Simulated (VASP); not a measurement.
The system is Mg2SO.

```xyz
4
Lattice="1.7129 0.9890 5.5944 -1.7129 0.9890 5.5944 0.0000 -1.9779 5.5944" Properties=species:S:1:pos:R:3 pbc="T T T"
Mg    0.0000    0.0000    4.1958
Mg    0.0000    0.0000   12.5875
S     0.0000    0.0000    0.0000
O     0.0000    0.0000    8.3917
```

```yaml
Program: VASP 6.6.1
Task: relaxation of cell and atoms
Functional: PBE
Potentials_or_basis: VASP PAW PBE potentials, release 64 (Mg, S, O)
Cutoff: 600 eV
k_mesh: 6 × 6 × 6
Occupations: gaussian, width 0.1 eV
Spin: no spin polarisation
```

At the start: pressure -0.6 GPa; volume 14.22 Å³/atom.

Problem. How do energy, volume and symmetry change on relaxing?

Solution. Over 6 steps the energy falls by 139.0 meV/atom and the volume is 13.53 Å³/atom (-4.8 %); space group R-3m (No. 166, to 0.05 Å).

Step by step:
| step | energy change (eV) | largest force (eV/Å) | pressure (GPa) | volume (Å³) |
| --- | --- | --- | --- | --- |
| 1 | 0.0000 | 2.7722 | -0.57 | 56.86 |
| 2 | -0.4802 | 0.7988 | -3.00 | 56.45 |
| 3 | -0.5236 | 0.0303 | -3.48 | 56.27 |
| 4 | -0.5518 | 0.1371 | 1.01 | 53.57 |
| 5 | -0.5531 | 0.1177 | 0.17 | 54.03 |
| 6 | -0.5561 | 0.0291 | 0.07 | 54.11 |

Final structure:
```
Mg S O
1.0
     1.68187    0.97103    5.52202
    -1.68187    0.97103    5.52202
     0.00000   -1.94206    5.52202
Mg S O
2 1 1
Direct
  0.23840 0.23840 0.23840
  0.76160 0.76160 0.76160
  0.00000 0.00000 0.00000
  0.50000 0.50000 0.50000
```

Caveat: the relaxation stopped at a loose force limit of 0.05 eV/Å, so its end isn't a converged minimum.
